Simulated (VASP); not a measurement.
Wanted: the native input for a VASP 6.6.1 run.

```yaml
Task: single point
Functional: PBE
Potentials_or_basis: VASP PAW PBE potentials, release 64 (Cd, Se)
Cutoff: 520 eV
k_mesh: 10 × 10 × 10
Occupations: fermi-dirac, width 0.08 eV
Spin: no spin polarisation
Dipole_correction: no
Further_INCAR_settings: ALGO = Normal; EDIFF = 1e-06; NBANDS = 16
```

The structure of CdSe (zincblende type) lies in POSCAR:

```
CdSe
1.0
    0.0000000000      3.0051092287      3.0980507512
    3.0051092287      0.0000000000      3.0980507512
    3.0051092287      3.0051092287      0.0000000000
Cd Se
1 1
Direct
    0.0000000000      0.0000000000      0.0000000000
    0.2500000000      0.2500000000      0.2500000000
```

This cell differs from its parent crystal: x and y stretched by -3 %, z held.

The input as run:

INCAR

```
PREC = Accurate
ENCUT = 520
EDIFF = 1E-6
ISMEAR = -1
SIGMA = 0.08
LREAL = F
LASPH = T
NELM = 80
ALGO = Normal
ISIF = 2
LWAVE = F
LCHARG = F
GGA = PE
NBANDS = 16
```

KPOINTS

```
regular mesh
0
Gamma
  10 10 10
```

Potentials or basis: VASP PAW PBE potentials, release 64 (Cd, Se).

Command:

```bash
$ cat potpaw_PBE.64/Cd/POTCAR potpaw_PBE.64/Se/POTCAR > POTCAR
$ mpirun -np 1 vasp_std > vasp.out
```

Results of the run:

The pressure is 3.5 GPa and the band gap on the k mesh is 0.58 eV.

Caveat: the cell differs from its parent crystal (x and y stretched by -3 %, z held); the cell stands under pressure.

Run time: 73 s on 1 thread of Intel Xeon 8259CL, with other jobs on the host, peak memory 0.24 GiB.
